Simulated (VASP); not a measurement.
The system is Be.

```
CELL_PARAMETERS angstrom
2.28530 0.00000 0.00000
-1.14265 1.97913 0.00000
0.00000 0.00000 3.58420
ATOMIC_POSITIONS crystal
Be 0.33333 0.66667 0.25000
Be 0.66667 0.33333 0.75000
```

- Program: VASP 6.6.1
- Task: relaxation of volume and atoms at fixed shape
- Functional: LDA
- Potentials or basis: VASP PAW LDA potentials, release 64 (Be)
- Cutoff: 600 eV
- k mesh: 13 × 13 × 7
- Occupations: fermi-dirac, width 0.05 eV
- Spin: no spin polarisation

At the start: pressure -7.8 GPa; volume 8.11 Å³/atom.

Q: How do energy, volume and symmetry change on relaxing?

A: Over 3 steps the energy falls by 13.4 meV/atom and the volume is 7.58 Å³/atom (-6.4 %); space group P6_3/mmc (No. 194, to 0.05 Å).

Step by step:
```tsv
step	energy change (eV)	largest force (eV/Å)	pressure (GPa)	volume (Å³)
1	0.0000	0.0000	-7.84	16.21
2	-0.0264	0.0000	-1.14	15.30
3	-0.0269	0.0000	-0.03	15.17
```

Final structure:
```
Be
1.0
     2.23518    0.00000    0.00000
    -1.11759    1.93572    0.00000
     0.00000    0.00000    3.50560
Be
2
Direct
  0.33333 0.66667 0.25000
  0.66667 0.33333 0.75000
```
